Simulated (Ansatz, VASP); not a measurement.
Cd: VASP beside Ansatz

```xyz
2
Lattice="2.9986 0.0000 0.0000 -1.4993 2.5969 0.0000 0.0000 0.0000 5.6549" Properties=species:S:1:pos:R:3 pbc="T T T"
Cd    1.4993    0.8656    4.2411
Cd    0.0000    1.7312    1.4137
```

Alike in both runs: task single point; functional LDA; k mesh 10 × 10 × 5; occupations fermi-dirac, width 0.05 eV; no spin polarisation.

```csv
,VASP,Ansatz
version,VASP 6.6.1,Ansatz 0.2.0
potentials or method,"VASP PAW LDA potentials, release 64 (Cd_sv_GW)",Ansatz PAW
plane-wave cutoff (eV),630,420
valence electrons in the cell,40,40
```

Ansatz gave:

```
gap on the k mesh at the Fermi level (eV)                     : none
pressure (GPa)                                                : -5.3
traceless stress, the component that is largest in VASP (GPa) : 0.72
```

Estimate VASP's values.

gap on the k mesh at the Fermi level (eV): none; pressure (GPa): -5.4; traceless stress, the component that is largest in VASP (GPa): 0.64.

LDA's correlation is that of Perdew and Zunger in VASP and of Perdew and Wang (1992) in Ansatz. A gap of «none» marks a metal or a gap that the smearing closes.
